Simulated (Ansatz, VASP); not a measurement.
Two plane-wave programs on BeZn3Se4

```
Be Zn Se
1.0
     0.00491    0.00173   -6.47758
    -0.00753   -6.82206    0.00186
    -7.91435   -0.00845    0.00592
Be Zn Se
2 6 8
Direct
  0.00359 0.16919 0.99985
  0.50362 0.83103 0.50051
  0.00230 0.15641 0.49988
  0.50058 0.33157 0.25132
  0.49926 0.33072 0.74881
  0.50195 0.84326 0.00026
  0.00020 0.66851 0.24814
  0.99970 0.66923 0.75069
  0.65468 0.17480 0.00044
  0.11738 0.32398 0.76402
  0.11824 0.32371 0.23549
  0.61924 0.14241 0.50038
  0.15479 0.82497 0.49945
  0.61801 0.67646 0.26496
  0.61757 0.67610 0.73629
  0.11889 0.85763 0.99952
```

Change from the starting cell: cell x1, atoms moved at random (sigma 0.05 Å) and cell strained at random (1.5 %), then relaxed without symmetry.

Alike in both runs: functional PBE; k mesh 2 × 2 × 2; occupations gaussian, width 0.1 eV; no spin polarisation.

Ansatz relaxed the structure, and its values are those at the end. VASP's run is a single point on that final structure, the one shown.

```csv
,VASP,Ansatz
version,VASP 6.6.1,Ansatz 0.2.0
potentials or method,"VASP PAW PBE potentials, release 64 (Be, Zn, Se), cutoff 520 eV","scalar-relativistic, plane waves, PAW"
valence electrons in the cell,124,204
```

|  | VASP | Ansatz | Ansatz less VASP |
| --- | --- | --- | --- |
| gap on the k mesh at the Fermi level (eV) | 1.77 | 1.77 | -0.001 |
| least direct gap on the mesh (eV) | 1.77 | 1.77 | -0.001 |
| pressure (GPa) | 0.2 | 0.0 | -0.21 |
| rms of the force components (eV/Å) | 0.010 | 0.008 | -0.0015 |

The functional is the same, so the differences come from potentials, cutoffs and numerics. VASP's potentials hold 124 valence electrons a cell and Ansatz's 204, so a difference there can come from the potentials and not from the codes.

The k mesh is coarse, so the values compare programs but aren't converged.
